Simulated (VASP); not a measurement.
The system is Ag3BiSb2.

```
CELL_PARAMETERS angstrom
3.69893 0.00000 0.00000
0.00000 3.69893 0.00000
0.00000 0.00000 11.33734
ATOMIC_POSITIONS crystal
Ag 0.50000 0.50000 0.18173
Ag 0.50000 0.50000 0.50000
Ag 0.50000 0.50000 0.81827
Bi 0.00000 0.00000 0.00000
Sb 0.00000 0.00000 0.33928
Sb 0.00000 0.00000 0.66072
```

```yaml
Program: VASP 6.6.1
Task: relaxation of cell and atoms
Functional: PBEsol
Potentials_or_basis: VASP PAW PBE potentials, release 64 (Ag, Bi_d, Sb)
Cutoff: 600 eV
k_mesh: 6 × 6 × 2
Occupations: fermi-dirac, width 0.03 eV
Spin: no spin polarisation
```

At the start: pressure -8.3 GPa; volume 25.85 Å³/atom.

Question: Where does the relaxation end?

Answer: Over 12 steps the energy falls by 109.3 meV/atom and the volume is 22.28 Å³/atom (-13.8 %); space group P4/mmm (No. 123, to 0.1 Å) before and after.

The path:
| step | energy change (eV) | largest force (eV/Å) | pressure (GPa) | volume (Å³) |
| --- | --- | --- | --- | --- |
| 1 | 0.0000 | 0.1008 | -8.32 | 155.12 |
| 2 | -0.5476 | 0.1282 | 4.86 | 126.90 |
| 3 | -0.6467 | 0.0931 | 0.04 | 133.73 |
| 4 | -0.6464 | 0.0919 | -0.20 | 134.14 |
| 5 | -0.6492 | 0.0686 | -0.20 | 134.11 |
| 6 | -0.6543 | 0.0082 | -0.16 | 134.00 |
| 7 | -0.6506 | 0.1138 | -0.08 | 133.73 |
| 8 | -0.6551 | 0.0366 | -0.15 | 133.92 |
| 9 | -0.6550 | 0.0205 | 0.29 | 133.17 |
| 10 | -0.6553 | 0.0299 | 0.06 | 133.61 |
| 11 | -0.6555 | 0.0138 | 0.02 | 133.64 |
| 12 | -0.6556 | 0.0096 | 0.00 | 133.68 |

Final structure:
```
CELL_PARAMETERS angstrom
3.56092 0.00000 0.00000
0.00000 3.56092 0.00000
0.00000 0.00000 10.54209
ATOMIC_POSITIONS crystal
Ag 0.50000 0.50000 0.18252
Ag 0.50000 0.50000 0.50000
Ag 0.50000 0.50000 0.81748
Bi 0.00000 0.00000 0.00000
Sb 0.00000 0.00000 0.33768
Sb 0.00000 0.00000 0.66232
```

Caveat: the PAW data sets were made with another functional, which shifts forces and pressure a little.
